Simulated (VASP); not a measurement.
Set up this calculation in VASP 6.6.1, as the native input.

* Task: single point
* Functional: r2SCAN
* Potentials or basis: VASP PAW PBE potentials, release 64 (Si, C)
* Cutoff: 660 eV
* k mesh: 17 × 17 × 17
* Occupations: fermi-dirac, width 0.1 eV
* Spin: no spin polarisation
* Dipole correction: no
* Further INCAR settings: ALGO = Normal; EDIFF = 1e-06; NBANDS = 11

Crystal: SiC (rocksalt type).

```
CELL_PARAMETERS angstrom
0.00000 2.01408 2.01408
2.01408 0.00000 2.01408
2.01408 2.01408 0.00000
ATOMIC_POSITIONS crystal
Si 0.00000 0.00000 0.00000
C 0.50000 0.50000 0.50000
```

The input as run:

POSCAR

```
SiC
1.0
    0.0000000000      2.0140760365      2.0140760365
    2.0140760365      0.0000000000      2.0140760365
    2.0140760365      2.0140760365      0.0000000000
Si C
1 1
Direct
    0.0000000000      0.0000000000      0.0000000000
    0.5000000000      0.5000000000      0.5000000000
```

INCAR.step1

```
PREC = Accurate
ENCUT = 660
ISMEAR = -1
SIGMA = 0.1
LREAL = False
LASPH = True
NELM = 120
NBANDS = 11
GGA = PE
ALGO = Normal
EDIFF = 1E-5
LWAVE = True
LCHARG = False
GGA_COMPAT = False
```

INCAR.step2

```
PREC = Accurate
ENCUT = 660
EDIFF = 1E-6
ISMEAR = -1
SIGMA = 0.1
LREAL = False
LASPH = True
NELM = 120
ALGO = Normal
ISIF = 2
LWAVE = False
LCHARG = False
METAGGA = R2SCAN
LMIXTAU = True
NBANDS = 11
ISTART = 1
GGA_COMPAT = False
```

KPOINTS

```
Automatic mesh
0
Gamma
  17 17 17
```

Potentials or basis: VASP PAW PBE potentials, release 64 (Si, C).

Run with:

```console
$ cat potpaw_PBE.64/Si/POTCAR potpaw_PBE.64/C/POTCAR > POTCAR
$ cp INCAR.step1 INCAR
$ mpirun -np 1 vasp_std > vasp.out
$ cp INCAR.step2 INCAR
$ mpirun -np 1 vasp_std > vasp.out
```

It gave:

```
Pressure               : 0.0 GPa
Band gap on the k mesh : zero (band 4 reaches 12.70 eV, above the bottom of band 5 at 12.07 eV)
```

Caveat: the PAW data sets were made with another functional, which shifts forces and pressure a little.

Wall time 76 s on 1 thread of Intel Xeon 6975P-C (shared host), peak memory 0.17 GiB.
